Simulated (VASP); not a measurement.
A run of VASP 6.6.1 is set up as follows.

File POSCAR:

```
SnO
1.0
   -2.6924444220      2.6925337010      0.0000000000
   -2.6924444220     -2.6925337010      0.0000000000
    0.0000000000      0.0000000000      9.7255476785
Sn O
4 4
Direct
    0.0000739708      0.9999260292      0.6846694812
    0.9999260292      0.0000739708      0.1769578333
    0.4999260292      0.5000739708      0.9564576498
    0.5000739708      0.4999260292      0.4487460018
    0.9999014542      0.5000985458      0.0589960935
    0.0000985458      0.4999014542      0.5667077415
    0.4999014542      0.0000985458      0.0589960935
    0.5000985458      0.9999014542      0.5667077415
```

File INCAR.step1:

```
ALGO     = Normal         # electronic algorithm
EDIFF    = 1E-4           # SCF threshold, eV
ENCUT    = 520            # plane-wave cutoff, eV
GGA      = PE             # functional
ISMEAR   = 0              # smearing method
LASPH    = True           # aspherical terms in the spheres
LCHARG   = False          # write CHGCAR
LREAL    = False          # projectors in reciprocal space
LWAVE    = True           # write WAVECAR
NBANDS   = 50             # bands
NELM     = 60             # most SCF steps
PREC     = Accurate       # precision mode
SIGMA    = 0.03           # smearing width, eV
```

INCAR.step2

```
ALGO     = Normal         # electronic algorithm
EDIFF    = 1E-6           # SCF threshold, eV
ENCUT    = 520            # plane-wave cutoff, eV
ISIF     = 2              # what is computed and relaxed
ISMEAR   = 0              # smearing method
ISTART   = 1            
LASPH    = True           # aspherical terms in the spheres
LCHARG   = False          # write CHGCAR
LMIXTAU  = True         
LREAL    = False          # projectors in reciprocal space
LWAVE    = False          # write WAVECAR
METAGGA  = R2SCAN         # meta-GGA
NBANDS   = 50             # bands
NELM     = 60             # most SCF steps
PREC     = Accurate       # precision mode
SIGMA    = 0.03           # smearing width, eV
```

Contents of KPOINTS:

```
k-points
0
Gamma
  9 9 4
```

Potentials or basis: VASP PAW PBE potentials, release 64 (Sn_d, O).

The run is started by

```bash
$ cat potpaw_PBE.64/Sn_d/POTCAR potpaw_PBE.64/O/POTCAR > POTCAR
$ cp INCAR.step1 INCAR
$ mpirun -np 1 vasp_std > vasp.out
$ cp INCAR.step2 INCAR
$ mpirun -np 1 vasp_std > vasp.out
```

(1) Predict the largest force.

(2) Estimate the pressure.

(3) Estimate the band gap on the k mesh.

Answers

(1) 2.509 eV/Å.

(2) 3.4 GPa.

(3) 0.62 eV.

Caveat: the cell differs from its parent crystal (the distance across one plane changed); the cell stands under pressure; semilocal functionals underestimate gaps, and a narrow one can read as zero; the PAW data sets were made with another functional, which shifts forces and pressure a little; spin-orbit coupling is left out, which moves the levels of the heavy elements.
